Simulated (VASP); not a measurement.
# MnZnI3 (Pm-3m) in VASP: single point with r2SCAN

Aim: the single point of MnZnI3 with r2SCAN.

Everything below comes from runs of VASP 6.6.1. Logs are shortened: lines on timing, memory, paths and dates and some standing lists are left out, and cuts for length are marked.

## Step 1: The cell of the first run

It takes space group Pm-3m (No. 221, cubic). Conventional cell: a = 6.187 Å, b = 6.187 Å, c = 6.187 Å, α = 90.00°, β = 90.00°, γ = 90.00°. Within 4.1 Å of Zn (site symmetry m-3m) lie 6 I at 3.09 Å. I (site symmetry 4/mmm) has 2 Zn at 3.09 Å within 4.1 Å. Within 5.7 Å of Mn (site symmetry m-3m) lie 12 I at 4.37 Å and 8 Zn at 5.36 Å.

## Step 2: Single point, r2SCAN

POSCAR reads:

```
MnZnI3
1.0
    6.1867700000      0.0000000000      0.0000000000
    0.0000000000      6.1867700000      0.0000000000
    0.0000000000      0.0000000000      6.1867700000
Zn I Mn
1 3 1
Direct
    0.5000000000      0.5000000000      0.5000000000
    0.0000000000      0.5000000000      0.5000000000
    0.5000000000      0.0000000000      0.5000000000
    0.5000000000      0.5000000000      0.0000000000
    0.0000000000      0.0000000000      0.0000000000
```

INCAR.step1 reads:

```
PREC = Accurate
ENCUT = 520
ISMEAR = -1
SIGMA = 0.1
LREAL = F
LASPH = T
NELM = 60
NBANDS = 31
GGA = PE
ALGO = Normal
EDIFF = 1E-4
LWAVE = T
LCHARG = F
```

INCAR.step2 reads:

```
PREC = Accurate
ENCUT = 520
EDIFF = 1E-7
ISMEAR = -1
SIGMA = 0.1
LREAL = F
LASPH = T
NELM = 60
ALGO = Normal
ISIF = 2
LWAVE = F
LCHARG = T
METAGGA = R2SCAN
LMIXTAU = T
LELF = T
LVHAR = T
NBANDS = 31
ISTART = 1
```

KPOINTS reads:

```
regular mesh
0
Gamma
  6 6 6
```

Potentials or basis: VASP PAW PBE potentials, release 64 (Zn, I, Mn_pv).

Started as:

```bash
> cat potpaw_PBE.64/Zn/POTCAR potpaw_PBE.64/I/POTCAR potpaw_PBE.64/Mn_pv/POTCAR > POTCAR
> cp INCAR.step1 INCAR
> mpirun -np 1 vasp_std > vasp.out
> cp INCAR.step2 INCAR
> mpirun -np 1 vasp_std > vasp.out
```

OUTCAR:

```text
PREC = Accurate
   ENCUT = 520
   EDIFF = 1E-7
   ISMEAR = -1
   LREAL = F
   LASPH = T
   NELM = 60
   ISIF = 2
   METAGGA = R2SCAN
   ISTART = 1

 ion  position               nearest neighbor table
   1  0.500  0.500  0.500-   2 3.09   3 3.09   4 3.09   4 3.09   3 3.09   2 3.09
   2  0.000  0.500  0.500-   1 3.09   1 3.09
   3  0.500  0.000  0.500-   1 3.09   1 3.09
   4  0.500  0.500  0.000-   1 3.09   1 3.09
   5  0.000  0.000  0.000-

  LATTYP: Found a simple cubic cell.
 ALAT       =     6.1867700000

  Lattice vectors:

 A1 = (   6.1867700000,   0.0000000000,   0.0000000000)
 A2 = (   0.0000000000,   6.1867700000,   0.0000000000)
 A3 = (   0.0000000000,   0.0000000000,   6.1867700000)

Analysis of symmetry for initial positions (statically):
=====================================================================
 Subroutine PRICEL returns:
 Original cell was already a primitive cell.

 Routine SETGRP: Setting up the symmetry group for a
 simple cubic supercell.

 Subroutine GETGRP returns: Found 48 space group operations
 (whereof 48 operations were pure point group operations)
 out of a pool of 48 trial point group operations.

The static configuration has the point symmetry O_h .

Analysis of symmetry for dynamics (positions and initial velocities):
=====================================================================
 Subroutine PRICEL returns:
 Original cell was already a primitive cell.

 Routine SETGRP: Setting up the symmetry group for a
 simple cubic supercell.

 Subroutine GETGRP returns: Found 48 space group operations
 (whereof 48 operations were pure point group operations)
 out of a pool of 48 trial point group operations.

The dynamic configuration has the point symmetry O_h .

 Subroutine INISYM returns: Found 48 space group operations
 (whereof 48 operations are pure point group operations),
 and found     1 'primitive' translations

----------------------------------------------------------------------------------------

                                     Primitive cell

  volume of cell :     236.8056

  direct lattice vectors                    reciprocal lattice vectors
     6.186770000  0.000000000  0.000000000     0.161635231  0.000000000  0.000000000
     0.000000000  6.186770000  0.000000000     0.000000000  0.161635231  0.000000000
     0.000000000  0.000000000  6.186770000     0.000000000  0.000000000  0.161635231

  length of vectors
     6.186770000  6.186770000  6.186770000     0.161635231  0.161635231  0.161635231

  position of ions in fractional coordinates (direct lattice)
     0.500000000  0.500000000  0.500000000
     0.000000000  0.500000000  0.500000000
     0.500000000  0.000000000  0.500000000
     0.500000000  0.500000000  0.000000000
     0.000000000  0.000000000  0.000000000

  ion indices of the primitive-cell ions
   primitive index   ion index
                 1           1
                 2           2
                 3           3
                 4           4
                 5           5

----------------------------------------------------------------------------------------

 KPOINTS: regular mesh

Automatic generation of k-mesh.
 Grid dimensions read from file:
 generate k-points for:    6    6    6

 Generating k-lattice:

  Cartesian coordinates                     Fractional coordinates (reciprocal lattice)
     0.026939205  0.000000000  0.000000000     0.166666667  0.000000000  0.000000000
     0.000000000  0.026939205  0.000000000     0.000000000  0.166666667  0.000000000
     0.000000000  0.000000000  0.026939205     0.000000000  0.000000000  0.166666667

  Length of vectors
     0.026939205  0.026939205  0.026939205

  Shift w.r.t. Gamma in fractional coordinates (k-lattice)
     0.000000000  0.000000000  0.000000000

 Subroutine IBZKPT returns following result:
 ===========================================

 Found     20 irreducible k-points:

 Following reciprocal coordinates:
            Coordinates               Weight
  0.000000  0.000000  0.000000      1.000000
  0.166667  0.000000  0.000000      6.000000
  0.333333  0.000000  0.000000      6.000000
  0.500000  0.000000  0.000000      3.000000
  0.166667  0.166667  0.000000     12.000000
  0.333333  0.166667  0.000000     24.000000
[... 12 lines left out ...]
  0.500000  0.500000  0.333333      6.000000
  0.500000  0.500000  0.500000      1.000000
   k-points           NKPTS =     20   k-points in BZ     NKDIM =     20   number of bands    NBANDS=     31
   number of dos      NEDOS =    301   number of ions     NIONS =      5
   total plane-waves  NPLWV = 110592
   dimension x,y,z NGX =    48 NGY =   48 NGZ =   48
   dimension x,y,z NGXF=    96 NGYF=   96 NGZF=   96
   ions per type =               1   3   1
   NGX,Y,Z   is equivalent  to a cutoff of  12.90, 12.90, 12.90 a.u.
   NGXF,Y,Z  is equivalent  to a cutoff of  25.80, 25.80, 25.80 a.u.
 SYSTEM =  unknown system
   PREC   = accura    normal or accurate (medium, high low for compatibility)
   ISTART =      1    job   : 0-new  1-cont  2-samecut
   ICHARG =      0    charge: 1-file 2-atom 10-const
   ISPIN  =      1    spin polarized calculation?
   LNONCOLLINEAR =      F non collinear calculations
   LSORBIT =      F    spin-orbit coupling
   LASPH  =      T    aspherical Exc in radial PAW
   ENCUT  =  520.0 eV  38.22 Ry    6.18 a.u.  11.50 11.50 11.50*2*pi/ulx,y,z
   NELM   =     60;   NELMIN=  2; NELMDL=  0     # of ELM steps
   EDIFF  = 0.1E-06   stopping-criterion for ELM
   LREAL  =      F    real-space projection
   EDIFFG = 0.1E-05   stopping-criterion for IOM
   NSW    =      0    number of steps for IOM
   IBRION =     -1    ionic relax: 0-MD 1-quasi-New 2-CG
   NFREE  =      0    steps in history (QN), initial steepest desc. (CG)
   ISIF   =      2    stress and relaxation
   ISYM   =      2    0-nonsym 1-usesym 2-fastsym
   POTIM  = 0.5000    time-step for ionic-motion
   TEBEG  =    0.0;   TEEND  =   0.0 temperature during run
   PSTRESS=    0.0 pullay stress
   NELECT =      46.0000    total number of electrons
   NUPDOWN=      -1.0000    fix difference up-down
   EMIN   =  10.00;   EMAX   =-10.00  energy-range for DOS
   EFERMI =   0.00;   METHOD = LEGACY
   ISMEAR =    -1;   SIGMA  =   0.10  broadening in eV -4-tet -1-fermi 0-gaus
   EFERMI_NEDOS =   21; number of points for ismear=-14 and -15
   IALGO  =     38    algorithm
   IMIX   =      4    mixing-type and parameters
     AMIX     =   0.40;   BMIX     =  1.00
     AMIX_MAG =   1.60;   BMIX_MAG =  1.00
  volume/ion in A,a.u.               =      47.36       319.61
  Fermi-wavevector in a.u.,A,eV,Ry     =   0.948120  1.791688 12.230715  0.898932
  Thomas-Fermi vector in A             =   2.076279
   LORBIT       =      0    0 simple, 1 ext, 2 COOP (PROOUT), +10 PAW based schemes
   METAGGA = R2SCAN    functional components
   LHFCALC =     F    Hartree Fock is set to
   AEXX    =    0.0000 exact exchange contribution
   IVDW    =     0    specifies the selected vdW correction
   LEPSILON=     F    determine dielectric tensor
   LRPA    =     F    only Hartree local field effects (RPA)
 non-spin polarized calculation
  energy-cutoff  :      520.00
  volume of cell :      236.81
 maximum number of plane-waves:      6432
 NGX is ok and might be reduce to    48
   NGX = 23   NGY = 23   NGZ = 23

 number of electron      45.9999932 magnetization

 Free energy of the ion-electron system (eV)
  ---------------------------------------------------
  ext. energy  EPLUGINS =         0.00000000
  ---------------------------------------------------
  free energy    TOTEN  =       -90.88789984 eV

  energy without entropy =      -90.50755429  energy(sigma->0) =      -90.69772707

 E-fermi :   0.6088     XC(G=0):  -7.4922

 val. band max:        0.5427585234   @ k =   0.1667   0.1667   0.1667
 cond. band min:       0.6537652657   @ k =   0.0000   0.0000   0.0000
 fundamental gap:      0.1110067424
 Fermi energy:         0.6088287729

 k-point     1 :       0.0000    0.0000    0.0000
  band No.  band energies     occupation
      1     -48.6359      2.00000
      2     -48.6359      2.00000
      3     -48.6354      2.00000
      4     -11.9115      2.00000
      5     -11.4003      2.00000
      6     -11.4003      2.00000
[... 23 lines left out ...]
     30       5.9885      0.00000
     31       6.2710      0.00000

 k-point     2 :       0.1667    0.0000    0.0000
  band No.  band energies     occupation
      1     -48.6359      2.00000
      2     -48.6359      2.00000
      3     -48.6354      2.00000
      4     -11.8815      2.00000
      5     -11.4268      2.00000
      6     -11.3996      2.00000
[... 23 lines left out ...]
     30       5.7097      0.00000
     31       6.5269      0.00000

 k-point     3 :       0.3333    0.0000    0.0000
  band No.  band energies     occupation
      1     -48.6359      2.00000
      2     -48.6359      2.00000
      3     -48.6354      2.00000
      4     -11.8063      2.00000
      5     -11.4950      2.00000
      6     -11.3980      2.00000
[... 23 lines left out ...]
     30       5.3987      0.00000
     31       6.2845      0.00000

 k-point     4 :       0.5000    0.0000    0.0000
  band No.  band energies     occupation
      1     -48.6359      2.00000
      2     -48.6359      2.00000
      3     -48.6355      2.00000
      4     -11.7507      2.00000
      5     -11.5472      2.00000
      6     -11.3972      2.00000
[... 499 lines left out ...]
     30       5.1910      0.00000
     31       5.3271      0.00000

 k-point    19 :       0.5000    0.5000    0.3333
  band No.  band energies     occupation
      1     -48.6359      2.00000
      2     -48.6359      2.00000
      3     -48.6354      2.00000
      4     -11.5473      2.00000
      5     -11.5379      2.00000
      6     -11.5379      2.00000
[... 23 lines left out ...]
     30       5.4660      0.00000
     31       5.5445      0.00000

 k-point    20 :       0.5000    0.5000    0.5000
  band No.  band energies     occupation
      1     -48.6359      2.00000
      2     -48.6359      2.00000
      3     -48.6354      2.00000
      4     -11.5367      2.00000
      5     -11.5367      2.00000
      6     -11.5367      2.00000
[... 23 lines left out ...]
     30       4.4238      0.00000
     31       5.8406      0.00000

------------------------ aborting loop because EDIFF is reached ----------------------------------------

  FORCE on cell =-STRESS in cart. coord.  units (eV):
  Direction    XX          YY          ZZ          XY          YZ          ZX
  --------------------------------------------------------------------------------------
  -------------------------------------------------------------------------------------
  Total       -6.3544042     -6.3544042     -6.3544042      0.0000000      0.0000000     -0.0000000
  in kB      -42.9925799    -42.9925799    -42.9925799      0.0000000      0.0000000     -0.0000000
  external PRESSURE =     -42.9925799 kB  Pullay stress =       0.0000000 kB

 VOLUME and BASIS-vectors are now :
 -----------------------------------------------------------------------------
  energy-cutoff  :      520.00
  volume of cell :      236.81
      direct lattice vectors                 reciprocal lattice vectors
     6.186770000  0.000000000  0.000000000     0.161635231  0.000000000  0.000000000
     0.000000000  6.186770000  0.000000000     0.000000000  0.161635231  0.000000000
     0.000000000  0.000000000  6.186770000     0.000000000  0.000000000  0.161635231

 POSITION                                       TOTAL-FORCE (eV/Angst)
 -----------------------------------------------------------------------------------
      3.09339      3.09339      3.09339         0.000000      0.000000      0.000000
      0.00000      3.09339      3.09339         0.000000      0.000000      0.000000
      3.09339      0.00000      3.09339         0.000000      0.000000      0.000000
      3.09339      3.09339      0.00000         0.000000      0.000000      0.000000
      0.00000      0.00000      0.00000         0.000000      0.000000      0.000000
 -----------------------------------------------------------------------------------
    total drift:                                0.000000     -0.000000     -0.000000

  FREE ENERGIE OF THE ION-ELECTRON SYSTEM (eV)
  ---------------------------------------------------
  free  energy   TOTEN  =       -90.8878998420 eV

  energy  without entropy=      -90.5075542940  energy(sigma->0) =      -90.69772707
```

Run time: 23 min. Hardware: 1 thread of AMD EPYC 7R13, shared host; peak memory 0.44 GiB.

What came out:

| Item | Value |
| --- | --- |
| Free energy | -90.8879 eV |
| Pressure | -4.3 GPa |
| Band gap on the k mesh | zero (bands 23 and 24 overlap by 0.03 eV) |

Levels at points of the mesh, in eV from the Fermi level:
```csv
k point,band 18,band 19,band 20,band 21,band 22,band 23,band 24,band 25,band 26,band 27
"(0.00, 0.00, 0.00)",-1.36,-1.22,-1.22,-1.22,-0.67,-0.67,0.04,0.05,0.05,0.10
"(0.50, 0.00, 0.00)",-1.60,-1.30,-1.30,-0.65,-0.56,0.05,0.13,0.13,0.98,1.10
"(0.50, 0.50, 0.00)",-1.69,-1.22,-0.90,-0.64,-0.54,0.05,0.13,0.13,0.94,2.30
"(0.50, 0.50, 0.50)",-0.80,-0.80,-0.80,-0.64,-0.64,0.05,0.05,0.05,0.24,3.38
```

Caveat: the cell stands under tension; the PAW data sets were made with another functional, which shifts forces and pressure a little; spin-orbit coupling is left out, which moves the levels of the heavy elements; the run has no spin polarisation, though such a crystal can be magnetic; semilocal functionals often make such compounds metallic where correlation or magnetic order opens a gap, which also shifts bond lengths. Spin polarisation is off, so any magnetic state and its effect on volume and gap are missing.

The gap in the log of VASP goes by the Fermi energy; the results here count the filled bands.